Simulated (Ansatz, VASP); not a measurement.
# Mg5Te: VASP beside Ansatz

```xyz
6
Lattice="5.4039 0.0000 0.0000 -2.7020 4.6800 0.0000 0.0000 0.0000 6.3730" Properties=species:S:1:pos:R:3 pbc="T T T"
Mg    0.0000    3.1200    0.0000
Mg    2.7020    1.5600    0.0000
Mg    0.0000    3.1200    3.1865
Mg    2.7020    1.5600    3.1865
Mg    0.0000    0.0000    3.1865
Te    0.0000    0.0000    0.0000
```

Alike in both runs: functional PBE; k mesh 12 × 12 × 6; occupations gaussian, width 0.1 eV; no spin polarisation.

Ansatz relaxed the structure, and its values are those at the end. VASP's run is a single point on that final structure, the one shown.

|  | VASP | Ansatz |
| --- | --- | --- |
| version | VASP 6.6.1 | Ansatz 0.2.0 |
| potentials or method | VASP PAW PBE potentials, release 64 (Mg, Te), cutoff 520 eV | scalar-relativistic, plane waves, PAW |
| valence electrons in the cell | 16 | 66 |

VASP gave:

| Quantity | Value |
| --- | --- |
| gap on the k mesh at the Fermi level (eV) | none |
| pressure (GPa) | -0.1 |

Question: Estimate Ansatz's values.

Answer: gap on the k mesh at the Fermi level (eV): none; pressure (GPa): 0.0.

A gap of «none» marks a metal or a gap that the smearing closes. The functional is the same, so the differences come from potentials, cutoffs and numerics. VASP's potentials hold 16 valence electrons a cell and Ansatz's 66, so a difference there can come from the potentials and not from the codes.

Neither program's run includes spin-orbit coupling.
